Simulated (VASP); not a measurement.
# TbBeC (P4/mmm) in VASP: relaxation of cell and atoms with PBE

Aim: the relaxation of cell and atoms of TbBeC with PBE.

Program: VASP 6.6.1. These are calculated values, not measurements. Logs are shortened: lines on timing, memory, paths and dates and some standing lists are left out, and cuts for length are marked.

## 1. The cell of the first run

The structure is tetragonal, space group P4/mmm (No. 123). Conventional cell: a = 3.609 Å, b = 3.609 Å, c = 3.371 Å, α = 90.00°, β = 90.00°, γ = 90.00°. Within 3.4 Å of Tb (site symmetry 4/mmm) lie 4 C at 2.55 Å and 8 Be at 3.06 Å and 2 Tb at 3.37 Å. Be (site symmetry 4/mmm) has 2 C at 1.69 Å within 2.2 Å. Within 2.2 Å of C (site symmetry 4/mmm) lie 2 Be at 1.69 Å.

## 2. Relaxation of cell and atoms, PBE

Input file INCAR:

```
ALGO = Normal
EDIFF = 1E-7
EDIFFG = -0.001
ENCUT = 600
GGA = PE
GGA_COMPAT = F
IBRION = 2
ISIF = 3
ISMEAR = -1
LASPH = T
LCHARG = F
LMAXMIX = 6
LREAL = F
LWAVE = F
NELM = 200
NELMIN = 4
NSW = 80
PREC = Accurate
SIGMA = 0.15
```

Input file KPOINTS:

```
k-points
0
Gamma
  14 14 14
```

Input file POSCAR:

```
TbBeC
1.0
    3.6091272631      0.0000000000      0.0000000000
    0.0000000000      3.6091272631      0.0000000000
    0.0000000000      0.0000000000      3.3712924518
Tb Be C
1 1 1
Direct
    0.5000000000      0.5000000000      0.0000000000
    0.0000000000      0.0000000000      0.5000000000
    0.0000000000      0.0000000000      0.0000000000
```

Potentials or basis: VASP PAW PBE potentials, release 64 (Tb_3, Be, C), 4f in core.

Launch:

```console
$ cat potpaw_PBE.64/Tb_3/POTCAR potpaw_PBE.64/Be/POTCAR potpaw_PBE.64/C/POTCAR > POTCAR
$ mpirun -np 1 vasp_std > vasp.out
```

OUTCAR:

```text
EDIFF = 1E-7
   EDIFFG = -0.001
   ENCUT = 600
   GGA = PE
   IBRION = 2
   ISIF = 3
   ISMEAR = -1
   LASPH = T
   LREAL = F
   NELM = 200
   NELMIN = 4
   NSW = 80
   PREC = Accurate

 ion  position               nearest neighbor table
   1  0.500  0.500  0.000-   3 2.55   3 2.55   3 2.55   3 2.55   2 3.06   2 3.06   2 3.06   2 3.06
                             2 3.06   2 3.06   2 3.06   2 3.06
   2  0.000  0.000  0.500-   3 1.69   3 1.69   1 3.06   1 3.06   1 3.06   1 3.06   1 3.06   1 3.06
                             1 3.06   1 3.06
   3  0.000  0.000  0.000-   2 1.69   2 1.69   1 2.55   1 2.55   1 2.55   1 2.55

  LATTYP: Found a simple tetragonal cell.
 ALAT       =     3.6091272631
 C/A-ratio  =     0.9341018496

  Lattice vectors:

 A1 = (   3.6091272631,   0.0000000000,   0.0000000000)
 A2 = (   0.0000000000,   3.6091272631,   0.0000000000)
 A3 = (   0.0000000000,   0.0000000000,   3.3712924518)

Analysis of symmetry for initial positions (statically):
=====================================================================
 Subroutine PRICEL returns:
 Original cell was already a primitive cell.

 Routine SETGRP: Setting up the symmetry group for a
 simple tetragonal supercell.

 Subroutine GETGRP returns: Found 16 space group operations
 (whereof 16 operations were pure point group operations)
 out of a pool of 16 trial point group operations.

The static configuration has the point symmetry D_4h.

Analysis of symmetry for dynamics (positions and initial velocities):
=====================================================================
 Subroutine PRICEL returns:
 Original cell was already a primitive cell.

 Routine SETGRP: Setting up the symmetry group for a
 simple tetragonal supercell.

 Subroutine GETGRP returns: Found 16 space group operations
 (whereof 16 operations were pure point group operations)
 out of a pool of 16 trial point group operations.

The dynamic configuration has the point symmetry D_4h.

 Subroutine INISYM returns: Found 16 space group operations
 (whereof 16 operations are pure point group operations),
 and found     1 'primitive' translations

----------------------------------------------------------------------------------------

                                     Primitive cell

  volume of cell :      43.9138

  direct lattice vectors                    reciprocal lattice vectors
     3.609127263  0.000000000  0.000000000     0.277075295  0.000000000  0.000000000
     0.000000000  3.609127263  0.000000000     0.000000000  0.277075295  0.000000000
     0.000000000  0.000000000  3.371292452     0.000000000  0.000000000  0.296622145

  length of vectors
     3.609127263  3.609127263  3.371292452     0.277075295  0.277075295  0.296622145

  position of ions in fractional coordinates (direct lattice)
     0.500000000  0.500000000  0.000000000
     0.000000000  0.000000000  0.500000000
     0.000000000  0.000000000  0.000000000

  ion indices of the primitive-cell ions
   primitive index   ion index
                 1           1
                 2           2
                 3           3

----------------------------------------------------------------------------------------

 KPOINTS: k-points

Automatic generation of k-mesh.
 Grid dimensions read from file:
 generate k-points for:   14   14   14

 Generating k-lattice:

  Cartesian coordinates                     Fractional coordinates (reciprocal lattice)
     0.019791092  0.000000000  0.000000000     0.071428571  0.000000000  0.000000000
     0.000000000  0.019791092  0.000000000     0.000000000  0.071428571  0.000000000
     0.000000000  0.000000000  0.021187296     0.000000000  0.000000000  0.071428571

  Length of vectors
     0.019791092  0.019791092  0.021187296

  Shift w.r.t. Gamma in fractional coordinates (k-lattice)
     0.000000000  0.000000000  0.000000000

 Subroutine IBZKPT returns following result:
 ===========================================

 Found    288 irreducible k-points:

 Following reciprocal coordinates:
            Coordinates               Weight
  0.000000  0.000000  0.000000      1.000000
  0.071429  0.000000  0.000000      4.000000
  0.142857  0.000000  0.000000      4.000000
  0.214286  0.000000  0.000000      4.000000
  0.285714  0.000000  0.000000      4.000000
  0.357143  0.000000  0.000000      4.000000
[... 16 lines left out ...]
  0.285714  0.214286  0.000000      8.000000
  0.357143  0.214286  0.000000      8.000000
 [... further k-points ...]
   k-points           NKPTS =    288   k-points in BZ     NKDIM =    288   number of bands    NBANDS=     11
   number of dos      NEDOS =    301   number of ions     NIONS =      3
   total plane-waves  NPLWV =  25200
   dimension x,y,z NGX =    30 NGY =   30 NGZ =   28
   dimension x,y,z NGXF=    60 NGYF=   60 NGZF=   56
   ions per type =               1   1   1
   NGX,Y,Z   is equivalent  to a cutoff of  13.82, 13.82, 13.81 a.u.
   NGXF,Y,Z  is equivalent  to a cutoff of  27.64, 27.64, 27.61 a.u.
 SYSTEM =  unknown system
   PREC   = accura    normal or accurate (medium, high low for compatibility)
   ISTART =      0    job   : 0-new  1-cont  2-samecut
   ICHARG =      2    charge: 1-file 2-atom 10-const
   ISPIN  =      1    spin polarized calculation?
   LNONCOLLINEAR =      F non collinear calculations
   LSORBIT =      F    spin-orbit coupling
   LASPH  =      T    aspherical Exc in radial PAW
   ENCUT  =  600.0 eV  44.10 Ry    6.64 a.u.   7.21  7.21  6.73*2*pi/ulx,y,z
   NELM   =    200;   NELMIN=  4; NELMDL= -5     # of ELM steps
   EDIFF  = 0.1E-06   stopping-criterion for ELM
   LREAL  =      F    real-space projection
   EDIFFG = -.1E-02   stopping-criterion for IOM
   NSW    =     80    number of steps for IOM
   IBRION =      2    ionic relax: 0-MD 1-quasi-New 2-CG
   NFREE  =      1    steps in history (QN), initial steepest desc. (CG)
   ISIF   =      3    stress and relaxation
   ISYM   =      2    0-nonsym 1-usesym 2-fastsym
   POTIM  = 0.5000    time-step for ionic-motion
   TEBEG  =    0.0;   TEEND  =   0.0 temperature during run
   PSTRESS=    0.0 pullay stress
   NELECT =      15.0000    total number of electrons
   NUPDOWN=      -1.0000    fix difference up-down
   EMIN   =  10.00;   EMAX   =-10.00  energy-range for DOS
   EFERMI =   0.00;   METHOD = LEGACY
   ISMEAR =    -1;   SIGMA  =   0.15  broadening in eV -4-tet -1-fermi 0-gaus
   EFERMI_NEDOS =   21; number of points for ismear=-14 and -15
   IALGO  =     38    algorithm
   IMIX   =      4    mixing-type and parameters
     AMIX     =   0.40;   BMIX     =  1.00
     AMIX_MAG =   1.60;   BMIX_MAG =  1.00
  volume/ion in A,a.u.               =      14.64        98.78
  Fermi-wavevector in a.u.,A,eV,Ry     =   1.144384  2.162572 17.818379  1.309614
  Thomas-Fermi vector in A             =   2.281076
   LORBIT       =      0    0 simple, 1 ext, 2 COOP (PROOUT), +10 PAW based schemes
   GGA     = PE    functional components
   LHFCALC =     F    Hartree Fock is set to
   AEXX    =    0.0000 exact exchange contribution
   IVDW    =     0    specifies the selected vdW correction
   LEPSILON=     F    determine dielectric tensor
   LRPA    =     F    only Hartree local field effects (RPA)
 conjugate gradient relaxation of ions
 non-spin polarized calculation
  energy-cutoff  :      600.00
  volume of cell :       43.91
 maximum number of plane-waves:      1482
 NGX is ok and might be reduce to    30
   NGX = 15   NGY = 15   NGZ = 13

--------------------------------------- Ionic step        1  -------------------------------------------

 number of electron      14.9999999 magnetization

 Free energy of the ion-electron system (eV)
  ---------------------------------------------------
  ext. energy  EPLUGINS =         0.00000000
  ---------------------------------------------------
  free energy    TOTEN  =       -18.20427109 eV

  energy without entropy =      -18.11125498  energy(sigma->0) =      -18.15776304

------------------------ aborting loop because EDIFF is reached ----------------------------------------

  FORCE on cell =-STRESS in cart. coord.  units (eV):
  Direction    XX          YY          ZZ          XY          YZ          ZX
  --------------------------------------------------------------------------------------
  -------------------------------------------------------------------------------------
  Total        0.0633351      0.0633351      0.2395232      0.0000000     -0.0000000      0.0000000
  in kB        2.3107568      2.3107568      8.7389103      0.0000000     -0.0000000      0.0000000
  external PRESSURE =       4.4534747 kB  Pullay stress =       0.0000000 kB
[... 92 lines left out ...]
  FREE ENERGIE OF THE ION-ELECTRON SYSTEM (eV)
  ---------------------------------------------------
  free  energy   TOTEN  =       -18.2046101219 eV

  energy  without entropy=      -18.1107960341  energy(sigma->0) =      -18.15770308

[... ionic steps 4 to 7 ...]

--------------------------------------- Ionic step        8  -------------------------------------------

 number of electron      14.9999999 magnetization

------------------------ aborting loop because EDIFF is reached ----------------------------------------

  FORCE on cell =-STRESS in cart. coord.  units (eV):
  Direction    XX          YY          ZZ          XY          YZ          ZX
  --------------------------------------------------------------------------------------
  -------------------------------------------------------------------------------------
  Total       -0.0018881     -0.0018881     -0.0057040      0.0000000      0.0000000      0.0000000
  in kB       -0.0686313     -0.0686313     -0.2073370      0.0000000      0.0000000      0.0000000
  external PRESSURE =      -0.1148665 kB  Pullay stress =       0.0000000 kB
[... 59 lines left out ...]
  energy  without entropy=      -18.1107617194  energy(sigma->0) =      -18.15768652

--------------------------------------- Ionic step       10  -------------------------------------------

 number of electron      14.9999999 magnetization

 Free energy of the ion-electron system (eV)
  ---------------------------------------------------
  ext. energy  EPLUGINS =         0.00000000
  ---------------------------------------------------
  free energy    TOTEN  =       -18.20461152 eV

  energy without entropy =      -18.11074580  energy(sigma->0) =      -18.15767866

 E-fermi :   4.2825     XC(G=0): -10.5512

 val. band max:        4.2814755073   @ k =   0.3571   0.3571   0.3571
 cond. band min:       4.2828657087   @ k =   0.3571   0.2143   0.1429
 fundamental gap:      0.0013902014
 Fermi energy:         4.2825222764

 k-point     1 :       0.0000    0.0000    0.0000
  band No.  band energies     occupation
      1     -17.4730      2.00000
      2     -17.4000      2.00000
      3     -17.4000      2.00000
      4      -6.8134      2.00000
      5       1.2412      2.00000
      6       2.3175      2.00000
      7       3.3342      1.99641
      8       3.3342      1.99641
      9       4.1785      1.33335
     10       8.7148      0.00000
     11       9.3236      0.00000
[... 309 lines left out ...]
 k-point    24 :       0.3571    0.2143    0.0000
  band No.  band energies     occupation
      1     -17.7494      2.00000
      2     -17.5203      2.00000
      3     -17.4317      2.00000
      4      -5.7470      2.00000
      5       0.1704      2.00000
      6       1.1502      2.00000
      7       1.7561      2.00000
      8       3.7471      1.94521
      9       8.2427      0.00000
     10       8.6868      0.00000
     11       9.1587      0.00000

 [... further k-points ...]
[... 5 lines left out ...]
  --------------------------------------------------------------------------------------
  -------------------------------------------------------------------------------------
  Total        0.0017686      0.0017686      0.0023354      0.0000000      0.0000000      0.0000000
  in kB        0.0642923      0.0642923      0.0848969      0.0000000      0.0000000      0.0000000
  external PRESSURE =       0.0711605 kB  Pullay stress =       0.0000000 kB
[... 18 lines left out ...]
  FREE ENERGIE OF THE ION-ELECTRON SYSTEM (eV)
  ---------------------------------------------------
  free  energy   TOTEN  =       -18.2046115151 eV

  energy  without entropy=      -18.1107458032  energy(sigma->0) =      -18.15767866

 reached required accuracy - stopping structural energy minimisation
```

It took 5.1 min on 1 thread of AMD EPYC 9R45 (Zen 5), shared host; peak memory 0.34 GiB.

What came out:

```yaml
Free_energy: -18.2046 eV
Relaxed_volume: 14.69 Å³/atom
Relaxed_cell: a = 3.611 Å, b = 3.611 Å, c = 3.380 Å, α = 90.00°, β = 90.00°, γ = 90.00°
Space_group_after_relaxing_to_0.1_Å: P4/mmm (No. 123)
Energy_gained_by_relaxing: 0.1 meV/atom
Ionic_steps: 10
Pressure_after_relaxing: 0.0 GPa
Band_gap_on_the_k_mesh: zero (an odd number of electrons rules out a gap without spin polarisation)
```

Step by step:
| step | energy change (eV) | largest force (eV/Å) | pressure (GPa) | volume (Å³) |
| --- | --- | --- | --- | --- |
| 1 | 0.0000 | 0.0000 | 0.45 | 43.91 |
| 2 | -0.0002 | 0.0000 | -0.26 | 44.17 |
| 3 | -0.0003 | 0.0000 | -0.01 | 44.08 |
| 4 | -0.0003 | 0.0000 | -0.02 | 44.09 |
| 5 | -0.0003 | 0.0000 | 0.00 | 44.08 |
| 6 | -0.0003 | 0.0000 | -0.01 | 44.08 |
| 7 | -0.0003 | 0.0000 | -0.01 | 44.08 |
| 8 | -0.0003 | 0.0000 | -0.01 | 44.08 |
| 9 | -0.0003 | 0.0000 | 0.02 | 44.07 |
| 10 | -0.0003 | 0.0000 | 0.01 | 44.07 |

Final structure:
```
Tb Be C
1.0
     3.61103    0.00000    0.00000
     0.00000    3.61103    0.00000
     0.00000    0.00000    3.38008
Tb Be C
1 1 1
Direct
  0.50000 0.50000 0.00000
  0.00000 0.00000 0.50000
  0.00000 0.00000 0.00000
```

Caveat: spin-orbit coupling is left out, which moves the levels of the heavy elements; the 4f electrons are frozen in the core, so they carry no moment and show no levels. Spin polarisation is off, so any magnetic state and its effect on volume and gap are missing.
